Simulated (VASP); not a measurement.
Write the native input for VASP 6.6.1 that does the following.

```yaml
Task: single point
Functional: r2SCAN
Potentials_or_basis: VASP PAW PBE potentials, release 64 (Pb_d, S)
Cutoff: 520 eV
k_mesh: 6 × 6 × 4
Occupations: gaussian, width 0.01 eV
Spin: no spin polarisation
Dipole_correction: no
Further_INCAR_settings: ALGO = Normal; EDIFF = 1e-06; NBANDS = 28
```

The system is PbS.

```xyz
4
Lattice="4.8951 0.0000 0.0000 -2.4475 4.2393 0.0000 0.0000 0.0000 5.8746" Properties=species:S:1:pos:R:3 pbc="T T T"
Pb    0.0000    2.8262    1.4687
Pb    2.4475    1.4131    4.4060
S     2.4475    1.4131    1.4687
S     0.0000    2.8262    4.4060
```

One way to write it, as run:

POSCAR

```
PbS
1.0
    4.8950779430      0.0000000000      0.0000000000
   -2.4475389715      4.2392618521      0.0000000000
    0.0000000000      0.0000000000      5.8746471574
Pb S
2 2
Direct
    0.3333333333      0.6666666667      0.2500000000
    0.6666666667      0.3333333333      0.7500000000
    0.6666666667      0.3333333333      0.2500000000
    0.3333333333      0.6666666667      0.7500000000
```

INCAR.step1

```
SYSTEM = PbS
ALGO = Normal
EDIFF = 1E-4
ENCUT = 520
GGA = PE
ISMEAR = 0
LASPH = .True.
LCHARG = .False.
LREAL = .False.
LWAVE = .True.
NBANDS = 28
NELM = 60
PREC = Accurate
SIGMA = 0.01
```

INCAR.step2

```
SYSTEM = PbS
ALGO = Normal
EDIFF = 1E-6
ENCUT = 520
ISIF = 2
ISMEAR = 0
ISTART = 1
LASPH = .True.
LCHARG = .True.
LELF = .True.
LMIXTAU = .True.
LREAL = .False.
LVHAR = .True.
LWAVE = .False.
METAGGA = R2SCAN
NBANDS = 28
NELM = 60
PREC = Accurate
SIGMA = 0.01
```

KPOINTS

```
k-points
0
Gamma
  6 6 4
  0 0 0
```

Potentials or basis: VASP PAW PBE potentials, release 64 (Pb_d, S).

Run with:

```sh
$ cat potpaw_PBE.64/Pb_d/POTCAR potpaw_PBE.64/S/POTCAR > POTCAR
$ cp INCAR.step1 INCAR
$ mpirun -np 1 vasp_std > vasp.out
$ cp INCAR.step2 INCAR
$ mpirun -np 1 vasp_std > vasp.out
```

Results of the run:

| Item | Value |
| --- | --- |
| Pressure | 3.1 GPa |
| Band gap on the k mesh | 1.62 eV |

Caveat: the cell stands under pressure; the PAW data sets were made with another functional, which shifts forces and pressure a little; spin-orbit coupling is left out, which moves the levels of the heavy elements.

Run time: 100 s on 1 thread of Intel(R) Xeon(R) 6975P-C (Granite Rapids) (shared host), peak memory 0.28 GiB.
